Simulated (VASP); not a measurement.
# BP (F-43m) in VASP: notebook

Runs on BP. Level: PBE. Tasks: single point.

Everything below comes from runs of VASP 6.6.1. Logs are shortened: lines on timing, memory, paths and dates and some standing lists are left out, and cuts for length are marked.

### 1 The cell of the first run

Symmetry: F-43m, No. 216, cubic system. Conventional cell: a = 4.548 Å, b = 4.548 Å, c = 4.548 Å, α = 90.00°, β = 90.00°, γ = 90.00°. Within 2.6 Å of B (site symmetry -43m) lie 4 P at 1.97 Å. P (site symmetry -43m) has 4 B at 1.97 Å within 2.6 Å.

### 2 Single point, PBE

File INCAR:

```
PREC = Accurate
ENCUT = 520
EDIFF = 1E-7
ISMEAR = 0
SIGMA = 0.02
LREAL = False
LASPH = True
NELM = 100
ALGO = Normal
ISIF = 2
LWAVE = False
LCHARG = True
GGA = PE
LELF = True
LVHAR = True
NBANDS = 11
```

File KPOINTS:

```
regular mesh
0
Gamma
  10 10 10
```

File POSCAR:

```
BP
1.0
    0.0000000000      2.2741519229      2.2741519229
    2.2741519229      0.0000000000      2.2741519229
    2.2741519229      2.2741519229      0.0000000000
B P
1 1
Direct
    0.0000000000      0.0000000000      0.0000000000
    0.2500000000      0.2500000000      0.2500000000
```

Potentials or basis: VASP PAW PBE potentials, release 64 (B, P).

On the command line:

```
$ cat potpaw_PBE.64/B/POTCAR potpaw_PBE.64/P/POTCAR > POTCAR
$ mpirun -np 1 vasp_std > vasp.out
```

OUTCAR:

```text
PREC = Accurate
   ENCUT = 520
   EDIFF = 1E-7
   ISMEAR = 0
   LREAL = False
   LASPH = True
   NELM = 100
   ISIF = 2
   GGA = PE

 ion  position               nearest neighbor table
   1  0.000  0.000  0.000-   2 1.97   2 1.97   2 1.97   2 1.97
   2  0.250  0.250  0.250-   1 1.97   1 1.97   1 1.97   1 1.97

  LATTYP: Found a face centered cubic cell.
 ALAT       =     4.5483038458

  Lattice vectors:

 A1 = (   0.0000000000,   2.2741519229,   2.2741519229)
 A2 = (   2.2741519229,   0.0000000000,   2.2741519229)
 A3 = (   2.2741519229,   2.2741519229,   0.0000000000)

Analysis of symmetry for initial positions (statically):
=====================================================================
 Subroutine PRICEL returns:
 Original cell was already a primitive cell.

 Routine SETGRP: Setting up the symmetry group for a
 face centered cubic supercell.

 Subroutine GETGRP returns: Found 24 space group operations
 (whereof 24 operations were pure point group operations)
 out of a pool of 48 trial point group operations.

The static configuration has the point symmetry T_d .

Analysis of symmetry for dynamics (positions and initial velocities):
=====================================================================
 Subroutine PRICEL returns:
 Original cell was already a primitive cell.

 Routine SETGRP: Setting up the symmetry group for a
 face centered cubic supercell.

 Subroutine GETGRP returns: Found 24 space group operations
 (whereof 24 operations were pure point group operations)
 out of a pool of 48 trial point group operations.

The dynamic configuration has the point symmetry T_d .

 Subroutine INISYM returns: Found 24 space group operations
 (whereof 24 operations are pure point group operations),
 and found     1 'primitive' translations

----------------------------------------------------------------------------------------

                                     Primitive cell

  volume of cell :      23.5228

  direct lattice vectors                    reciprocal lattice vectors
     0.000000000  2.274151923  2.274151923    -0.219862180  0.219862180  0.219862180
     2.274151923  0.000000000  2.274151923     0.219862180 -0.219862180  0.219862180
     2.274151923  2.274151923  0.000000000     0.219862180  0.219862180 -0.219862180

  length of vectors
     3.216136492  3.216136492  3.216136492     0.380812467  0.380812467  0.380812467

  position of ions in fractional coordinates (direct lattice)
     0.000000000  0.000000000  0.000000000
     0.250000000  0.250000000  0.250000000

  ion indices of the primitive-cell ions
   primitive index   ion index
                 1           1
                 2           2

----------------------------------------------------------------------------------------

 KPOINTS: regular mesh

Automatic generation of k-mesh.
 Grid dimensions read from file:
 generate k-points for:   10   10   10

 Generating k-lattice:

  Cartesian coordinates                     Fractional coordinates (reciprocal lattice)
    -0.021986218  0.021986218  0.021986218     0.100000000  0.000000000  0.000000000
     0.021986218 -0.021986218  0.021986218     0.000000000  0.100000000  0.000000000
     0.021986218  0.021986218 -0.021986218     0.000000000  0.000000000  0.100000000

  Length of vectors
     0.038081247  0.038081247  0.038081247

  Shift w.r.t. Gamma in fractional coordinates (k-lattice)
     0.000000000  0.000000000  0.000000000

 Subroutine IBZKPT returns following result:
 ===========================================

 Found     47 irreducible k-points:

 Following reciprocal coordinates:
            Coordinates               Weight
  0.000000  0.000000  0.000000      1.000000
  0.100000  0.000000  0.000000      8.000000
  0.200000  0.000000  0.000000      8.000000
  0.300000  0.000000  0.000000      8.000000
  0.400000  0.000000  0.000000      8.000000
  0.500000  0.000000  0.000000      4.000000
[... 16 lines left out ...]
  0.300000  0.300000  0.000000      6.000000
  0.400000  0.300000  0.000000     24.000000
 [... further k-points ...]
   k-points           NKPTS =     47   k-points in BZ     NKDIM =     47   number of bands    NBANDS=     11
   number of dos      NEDOS =    301   number of ions     NIONS =      2
   total plane-waves  NPLWV =  13824
   dimension x,y,z NGX =    24 NGY =   24 NGZ =   24
   dimension x,y,z NGXF=    48 NGYF=   48 NGZF=   48
   ions per type =               1   1
   NGX,Y,Z   is equivalent  to a cutoff of  12.41, 12.41, 12.41 a.u.
   NGXF,Y,Z  is equivalent  to a cutoff of  24.81, 24.81, 24.81 a.u.
 SYSTEM =  unknown system
   PREC   = accura    normal or accurate (medium, high low for compatibility)
   ISTART =      0    job   : 0-new  1-cont  2-samecut
   ICHARG =      2    charge: 1-file 2-atom 10-const
   ISPIN  =      1    spin polarized calculation?
   LNONCOLLINEAR =      F non collinear calculations
   LSORBIT =      F    spin-orbit coupling
[... 36 lines left out ...]
  energy-cutoff  :      520.00
  volume of cell :       23.52
 maximum number of plane-waves:       644
   NGX = 11   NGY = 11   NGZ = 11

 number of electron       8.0000000 magnetization

 Free energy of the ion-electron system (eV)
  ---------------------------------------------------
  ext. energy  EPLUGINS =         0.00000000
  ---------------------------------------------------
  free energy    TOTEN  =       -12.93089783 eV

  energy without entropy =      -12.93089783  energy(sigma->0) =      -12.93089783

 E-fermi :   7.4760     XC(G=0): -10.8779

 val. band max:        7.3525326309   @ k =   0.0000   0.0000   0.0000
 cond. band min:       8.6010673823   @ k =   0.4000   0.4000   0.0000
 fundamental gap:      1.2485347514
 Fermi energy:         7.4759529458

 k-point     1 :       0.0000    0.0000    0.0000
  band No.  band energies     occupation
      1      -8.0473      2.00000
      2       7.3525      2.00000
      3       7.3525      2.00000
      4       7.3525      2.00000
      5      10.7433      0.00000
      6      10.7433      0.00000
      7      10.7433      0.00000
      8      14.6234      0.00000
      9      18.8198      0.00000
     10      19.4619      0.00000
     11      19.4619      0.00000

 k-point     2 :       0.1000    0.0000    0.0000
  band No.  band energies     occupation
      1      -7.8681      2.00000
      2       6.0553      2.00000
      3       7.0595      2.00000
      4       7.0595      2.00000
      5      11.1490      0.00000
      6      11.1490      0.00000
      7      11.1731      0.00000
      8      15.1516      0.00000
      9      18.7823      0.00000
     10      18.7823      0.00000
     11      19.3848      0.00000

 k-point     3 :       0.2000    0.0000    0.0000
  band No.  band energies     occupation
      1      -7.3376      2.00000
      2       3.7238      2.00000
      3       6.5033      2.00000
      4       6.5033      2.00000
      5      11.3587      0.00000
      6      11.8661      0.00000
      7      11.8661      0.00000
      8      16.3443      0.00000
      9      18.1840      0.00000
     10      18.1840      0.00000
     11      20.2424      0.00000

 k-point     4 :       0.3000    0.0000    0.0000
  band No.  band energies     occupation
      1      -6.4859      2.00000
      2       1.3762      2.00000
      3       6.0164      2.00000
      4       6.0164      2.00000
      5      11.2578      0.00000
      6      12.1987      0.00000
      7      12.1987      0.00000
      8      17.2832      0.00000
      9      18.7534      0.00000
     10      18.7534      0.00000
     11      20.4950      0.00000
[... 239 lines left out ...]
 k-point    22 :      -0.2000    0.2000    0.0000
  band No.  band energies     occupation
      1      -6.1962      2.00000
      2       2.1198      2.00000
      3       3.2072      2.00000
      4       6.1146      2.00000
      5      11.8103      0.00000
      6      12.6511      0.00000
      7      13.7102      0.00000
      8      15.6443      0.00000
      9      16.8497      0.00000
     10      20.9193      0.00000
     11      23.0681      0.00000

 k-point    23 :       0.3000    0.3000    0.0000
  band No.  band energies     occupation
      1      -5.9451      2.00000
      2       2.5268      2.00000
      3       4.1517      2.00000
      4       4.1517      2.00000
      5       8.8821      0.00000
      6      11.2657      0.00000
      7      16.1751      0.00000
      8      16.1751      0.00000
      9      20.3234      0.00000
     10      21.7067      0.00000
     11      23.8067      0.00000

 k-point    24 :       0.4000    0.3000    0.0000
  band No.  band energies     occupation
      1      -5.1257      2.00000
      2       1.2072      2.00000
      3       3.3295      2.00000
      4       3.8586      2.00000
      5       9.1694      0.00000
      6      10.9776      0.00000
      7      16.7820      0.00000
      8      16.7972      0.00000
      9      21.2739      0.00000
     10      22.5758      0.00000
     11      24.3140      0.00000

 [... further k-points ...]

------------------------ aborting loop because EDIFF is reached ----------------------------------------

  FORCE on cell =-STRESS in cart. coord.  units (eV):
  Direction    XX          YY          ZZ          XY          YZ          ZX
  --------------------------------------------------------------------------------------
  -------------------------------------------------------------------------------------
  Total       -0.0311867     -0.0311867     -0.0311867     -0.0000000      0.0000000      0.0000000
  in kB       -2.1241826     -2.1241826     -2.1241826     -0.0000000      0.0000000      0.0000000
  external PRESSURE =      -2.1241826 kB  Pullay stress =       0.0000000 kB

 VOLUME and BASIS-vectors are now :
 -----------------------------------------------------------------------------
  energy-cutoff  :      520.00
  volume of cell :       23.52
      direct lattice vectors                 reciprocal lattice vectors
     0.000000000  2.274151923  2.274151923    -0.219862180  0.219862180  0.219862180
     2.274151923  0.000000000  2.274151923     0.219862180 -0.219862180  0.219862180
     2.274151923  2.274151923  0.000000000     0.219862180  0.219862180 -0.219862180

 POSITION                                       TOTAL-FORCE (eV/Angst)
 -----------------------------------------------------------------------------------
      0.00000      0.00000      0.00000         0.000000      0.000000      0.000000
      1.13708      1.13708      1.13708        -0.000000     -0.000000     -0.000000
 -----------------------------------------------------------------------------------
    total drift:                                0.000000      0.000000      0.000000

  FREE ENERGIE OF THE ION-ELECTRON SYSTEM (eV)
  ---------------------------------------------------
  free  energy   TOTEN  =       -12.9308978253 eV

  energy  without entropy=      -12.9308978253  energy(sigma->0) =      -12.93089783
```

Run time: 24 s. Hardware: 1 thread of Intel Xeon 6975P-C, shared host; peak memory 0.11 GiB.

Results:

| Item | Value |
| --- | --- |
| Free energy | -12.9309 eV |
| Pressure | -0.2 GPa |
| Band gap on the k mesh | 1.25 eV, indirect (least direct gap 3.39 eV) |

A k mesh can miss the band edges.

### 3 Single point, PBE (volume scaled by 0.88)

File INCAR:

```
SYSTEM = BP
PREC     = Accurate       ! precision mode
ENCUT    = 520            ! plane-wave cutoff, eV
EDIFF    = 1E-6           ! SCF threshold, eV
ISMEAR   = 0              ! smearing method
SIGMA    = 0.02           ! smearing width, eV
LREAL    = .False.        ! projectors in reciprocal space
LASPH    = .True.         ! aspherical terms in the spheres
NELM     = 80             ! most SCF steps
ALGO     = Normal         ! electronic algorithm
ISIF     = 2              ! what is computed and relaxed
LWAVE    = .False.        ! write WAVECAR
LCHARG   = .True.         ! write CHGCAR
GGA      = PE             ! functional
LELF     = .True.         ! ELF
LVHAR    = .True.       
NBANDS   = 11             ! bands
```

File KPOINTS:

```
Automatic mesh
0
Gamma
  10 10 10
  0 0 0
```

File POSCAR:

```
BP
1.0
    0.0000000000      2.1792833362      2.1792833362
    2.1792833362      0.0000000000      2.1792833362
    2.1792833362      2.1792833362      0.0000000000
B P
1 1
Direct
    0.0000000000      0.0000000000      0.0000000000
    0.2500000000      0.2500000000      0.2500000000
```

Potentials or basis: VASP PAW PBE potentials, release 64 (B, P).

On the command line:

```
$ cat potpaw_PBE.64/B/POTCAR potpaw_PBE.64/P/POTCAR > POTCAR
$ mpirun -np 1 vasp_std > vasp.out
```

Run time: 12 s. Hardware: 1 thread of Intel Xeon 8259CL, shared host; peak memory 0.13 GiB.

Results (log left out):

| Item | Value |
| --- | --- |
| Free energy | -12.7247 eV |
| Pressure | 26.0 GPa |
| Band gap on the k mesh | 1.07 eV, indirect (least direct gap 3.61 eV) |

Levels at points of the mesh, in eV from the valence-band top:
```tsv
k point	band 1	band 2	band 3	band 4	band 5	band 6	band 7	band 8	band 9
(0.00, 0.00, 0.00)	-16.58	0.00	0.00	0.00	3.61	3.61	3.61	9.28	12.41
(0.50, 0.00, 0.00)	-12.77	-9.94	-1.90	-1.90	4.53	4.79	4.79	10.54	15.45
(0.50, 0.50, 0.00)	-11.07	-9.22	-4.56	-4.56	1.08	1.55	13.29	13.29	16.78
```

Caveat: the cell differs from its parent crystal (volume scaled by 0.88). A k mesh can miss the band edges.

### 4 Single point, PBE (volume scaled by 0.94)

File INCAR:

```
PREC     = Accurate       # precision mode
ENCUT    = 520            # plane-wave cutoff, eV
EDIFF    = 1E-7           # SCF threshold, eV
ISMEAR   = 0              # smearing method
SIGMA    = 0.02           # smearing width, eV
LREAL    = F              # projectors in reciprocal space
LASPH    = T              # aspherical terms in the spheres
NELM     = 60             # most SCF steps
ALGO     = Normal         # electronic algorithm
ISIF     = 2              # what is computed and relaxed
LWAVE    = F              # write WAVECAR
LCHARG   = T              # write CHGCAR
GGA      = PE             # functional
LELF     = T              # ELF
LVHAR    = T            
NBANDS   = 11             # bands
```

File KPOINTS:

```
regular mesh
0
Gamma
  10 10 10
```

File POSCAR:

```
BP
1.0
    0.0000000000      2.2277276327      2.2277276327
    2.2277276327      0.0000000000      2.2277276327
    2.2277276327      2.2277276327      0.0000000000
B P
1 1
Direct
    0.0000000000      0.0000000000      0.0000000000
    0.2500000000      0.2500000000      0.2500000000
```

On the command line:

```
$ cat potpaw_PBE.64/B/POTCAR potpaw_PBE.64/P/POTCAR > POTCAR
$ mpirun -np 1 vasp_std > vasp.out
```

Run time: 13 s. Hardware: 1 thread of Intel Xeon 8259CL, shared host; peak memory 0.14 GiB.

It converged, with:

```
Free energy            : -12.8851 eV
Pressure               : 11.0 GPa
Band gap on the k mesh : 1.16 eV, indirect (least direct gap 3.49 eV)
```

Levels at points of the mesh, in eV from the valence-band top:
```
           k point  band 1  band 2  band 3  band 4  band 5  band 6  band 7  band 8  band 9
(0.00, 0.00, 0.00)  -15.96    0.00    0.00    0.00    3.49    3.49    3.49    8.23   11.90
(0.50, 0.00, 0.00)  -12.42   -9.44   -1.82   -1.82    4.12    4.75    4.75   10.32   14.99
(0.50, 0.50, 0.00)  -10.81   -8.87   -4.31   -4.31    1.22    1.61   12.65   12.65   15.91
```

Caveat: the cell differs from its parent crystal (volume scaled by 0.94).

### 5 Single point, PBE (volume scaled by 0.91)

File INCAR:

```
SYSTEM = BP
  PREC = Accurate
  ENCUT = 520
  EDIFF = 1E-6
  ISMEAR = 0
  SIGMA = 0.02
  LREAL = .False.
  LASPH = .True.
  NELM = 60
  ALGO = Normal
  ISIF = 2
  LWAVE = .False.
  LCHARG = .False.
  GGA = PE
  NBANDS = 11
```

File KPOINTS:

```
regular mesh
0
Gamma
  10 10 10
  0 0 0
```

File POSCAR:

```
BP
1.0
    0.0000000000      2.2037717155      2.2037717155
    2.2037717155      0.0000000000      2.2037717155
    2.2037717155      2.2037717155      0.0000000000
B P
1 1
Direct
    0.0000000000      0.0000000000      0.0000000000
    0.2500000000      0.2500000000      0.2500000000
```

On the command line:

```
$ cat potpaw_PBE.64/B/POTCAR potpaw_PBE.64/P/POTCAR > POTCAR
$ mpirun -np 1 vasp_std > vasp.out
```

Run time: 10 s. Hardware: 1 thread of Intel Xeon 8259CL, shared host; peak memory 0.14 GiB.

Results (log left out):

| Quantity | Value |
| --- | --- |
| Free energy | -12.8214 eV |
| Pressure | 17.9 GPa |
| Band gap on the k mesh | 1.12 eV, indirect (least direct gap 3.55 eV) |

Levels at points of the mesh, in eV from the valence-band top:
```
           k point  band 1  band 2  band 3  band 4  band 5  band 6  band 7  band 8
(0.00, 0.00, 0.00)  -16.26    0.00    0.00    0.00    3.55    3.55    3.55    8.74
(0.50, 0.00, 0.00)  -12.59   -9.68   -1.86   -1.86    4.32    4.77    4.77   10.43
(0.50, 0.50, 0.00)  -10.93   -9.04   -4.43   -4.43    1.15    1.58   12.96   12.96
```

Caveat: the cell differs from its parent crystal (volume scaled by 0.91). A k mesh can miss the band edges.

### 6 Single point, PBE

This run uses another cell than the first one, of 11.68 Å³/atom, 0.993 times its volume.

File INCAR:

```
SYSTEM = BP
ALGO = Normal ; EDIFF = 1E-6
ENCUT = 520 ; GGA = PE
ISIF = 2 ; ISMEAR = 0
LASPH = .True. ; LCHARG = .True.
LELF = .True. ; LREAL = .False.
LVHAR = .True. ; LWAVE = .False.
NBANDS = 11 ; NELM = 80
PREC = Accurate ; SIGMA = 0.02
```

File KPOINTS:

```
k-points
0
Gamma
  10 10 10
  0 0 0
```

File POSCAR:

```
BP
1.0
    0.0000000000      2.2690000000      2.2690000000
    2.2690000000      0.0000000000      2.2690000000
    2.2690000000      2.2690000000      0.0000000000
B P
1 1
Direct
    0.0000000000      0.0000000000      0.0000000000
    0.2500000000      0.2500000000      0.2500000000
```

Potentials or basis: VASP PAW PBE potentials, release 64 (B, P).

On the command line:

```
$ cat potpaw_PBE.64/B/POTCAR potpaw_PBE.64/P/POTCAR > POTCAR
$ mpirun -np 1 vasp_std > vasp.out
```

Run time: 12 s. Hardware: 1 thread of Intel Xeon 8259CL, shared host; peak memory 0.13 GiB.

Results (log left out):

```yaml
Free_energy: -12.9305 eV
Pressure: 0.9 GPa
Band_gap_on_the_k_mesh: 1.24 eV, indirect (least direct gap 3.40 eV)
```

Levels at points of the mesh, in eV from the valence-band top:
```csv
k point,band 1,band 2,band 3,band 4,band 5,band 6,band 7,band 8,band 9
"(0.00, 0.00, 0.00)",-15.46,0.00,0.00,0.00,3.40,3.40,3.40,7.37,11.51
"(0.50, 0.00, 0.00)",-12.14,-9.03,-1.76,-1.76,3.78,4.71,4.71,10.13,14.63
"(0.50, 0.50, 0.00)",-10.61,-8.58,-4.11,-4.11,1.33,1.66,12.12,12.12,15.23
```

A k mesh can miss the band edges. PBE gaps usually lie below the measured ones, often by a third to a half.

### 7 Summary

```csv
cell,gap on the mesh (eV),pressure (GPa)
"a = 3.216 Å, angles 60.0°, 2 atoms",1.25,-0.2
"a = 3.082 Å, angles 60.0°, 2 atoms",1.07,26.0
"a = 3.150 Å, angles 60.0°, 2 atoms",1.16,11.0
"a = 3.117 Å, angles 60.0°, 2 atoms",1.12,17.9
"a = 3.209 Å, angles 60.0°, 2 atoms",1.24,0.9
```

Alike in all rows: task single point; level PBE; potentials or basis VASP PAW PBE potentials, release 64 (B, P); no spin polarisation; k mesh 10 × 10 × 10; cutoff (eV) 520; smearing gaussian 0.02 eV.

Total energies depend on the potentials used, so only differences within one code and one set of settings carry meaning.
